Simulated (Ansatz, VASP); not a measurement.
# Lu: VASP beside Ansatz

The input INCAR:

```
  ALGO = Normal
  EDIFF = 1E-6
  ENCUT = 520
  GGA = PE
  ISIF = 2
  ISMEAR = -1
  LASPH = True
  LCHARG = True
  LELF = True
  LREAL = False
  LVHAR = True
  LWAVE = False
  NBANDS = 18
  NELM = 80
  PREC = Accurate
  SIGMA = 0.1
```

Contents of KPOINTS:

```
k-points
0
Gamma
  12 12 12
```

Contents of POSCAR:

```
Lu
1.0
    3.0379670661      0.0000000000      0.0000000000
    0.0000000000      3.0379670661      0.0000000000
    0.0000000000      0.0000000000      3.0379670661
Lu
1
Direct
    0.0000000000      0.0000000000      0.0000000000
```

Input for Ansatz:

```yaml
crystal:
  lattice:
    - [3.0379670661, 0.0, 0.0]
    - [0.0, 3.0379670661, 0.0]
    - [0.0, 0.0, 3.0379670661]
  atoms:
    - { symbol: Lu, position: [0.0, 0.0, 0.0] }
kpoints:
  mp_grid: { grid: [12, 12, 12] }
scf:
  occupations: { method: fermi_dirac, width: 0.1 }
hamiltonian:
  xc: pbe
  pseudopotentials: { kind: all_electron, lapw: { basis_error: 0.001 } }
output:
  forces: true
  stress: true
  eigenvalues: true
  populations: true
```

Change from the starting cell: volume scaled by 0.85, LAPW.

Alike in both runs: task single point; functional PBE; k mesh 12 × 12 × 12; occupations fermi-dirac, width 0.1 eV; no spin polarisation.

|  | VASP | Ansatz |
| --- | --- | --- |
| version | VASP 6.6.1 | Ansatz 0.2.0 |
| potentials or method | VASP PAW PBE potentials, release 64 (Lu), cutoff 520 eV | all-electron LAPW, scalar-relativistic |

```tsv
	VASP	Ansatz	Ansatz less VASP
pressure (GPa)	6.3	6.1	-0.24
```

Ansatz ran all-electron here, and VASP with PAW potentials.

Spin-orbit coupling is off throughout.
